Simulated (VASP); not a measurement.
Set up this calculation in VASP 6.6.1, as the native input.

| Item | Value |
| --- | --- |
| Task | single point |
| Functional | PBE |
| Potentials or basis | VASP PAW PBE potentials, release 64 (Ga_d, Ir, O) |
| Cutoff | 520 eV |
| k mesh | 6 × 6 × 6 |
| Occupations | gaussian, width 0.1 eV |
| Spin | collinear spin, ferromagnetic start |
| Starting moments | [0.0, 0.27, 0.0, 0.0, 0.0, 0.0] μB |
| Dipole correction | no |
| Further INCAR settings | ALGO = Normal; EDIFF = 1e-07; NBANDS = 36 |

The structure of GaIrO4 lies in POSCAR:

```
GaIrO4
1.0
    0.0000000000      3.1181538835      3.1181538835
    3.1181538835      0.0000000000      3.1181538835
    3.1181538835      3.1181538835      0.0000000000
Ga Ir O
1 1 4
Direct
    0.0000000000      0.0000000000      0.0000000000
    0.2500000000      0.2500000000      0.2500000000
    0.6255967803      0.1232096592      0.6255967803
    0.6255967803      0.6255967803      0.1232096592
    0.6255967803      0.6255967803      0.6255967803
    0.1232096592      0.6255967803      0.6255967803
```

One way to write it, as run:

INCAR

```
SYSTEM = GaIrO4
ALGO = Normal
EDIFF = 1E-7
ENCUT = 520
GGA = PE
ISIF = 2
ISMEAR = 0
ISPIN = 2
LASPH = .TRUE.
LCHARG = .TRUE.
LELF = .TRUE.
LMAXMIX = 4
LORBIT = 11
LREAL = .FALSE.
LVHAR = .TRUE.
LWAVE = .FALSE.
MAGMOM = 0 0.27 0 0 0 0
NBANDS = 36
NELM = 150
PREC = Accurate
SIGMA = 0.1
```

KPOINTS

```
k-points
0
G
  6 6 6
  0 0 0
```

Potentials or basis: VASP PAW PBE potentials, release 64 (Ga_d, Ir, O).

The run is started by

```sh
$ cat potpaw_PBE.64/Ga_d/POTCAR potpaw_PBE.64/Ir/POTCAR potpaw_PBE.64/O/POTCAR > POTCAR
$ mpirun -np 1 vasp_std > vasp.out
```

Results of the run:

The pressure is 0.2 GPa, the largest force is 0.004 eV/Å and the net moment is 0.93 μB per cell. The site moments are Ga -0.02; Ir +0.49; O +0.10 μB. The valence electrons inside the program's atomic spheres are Ga 11.37; Ir 7.62; O 4.72.

Run time: 96 s on 1 thread of AMD EPYC 9R45 96-Core Processor (Zen 5), on a shared host, peak memory 0.24 GiB.
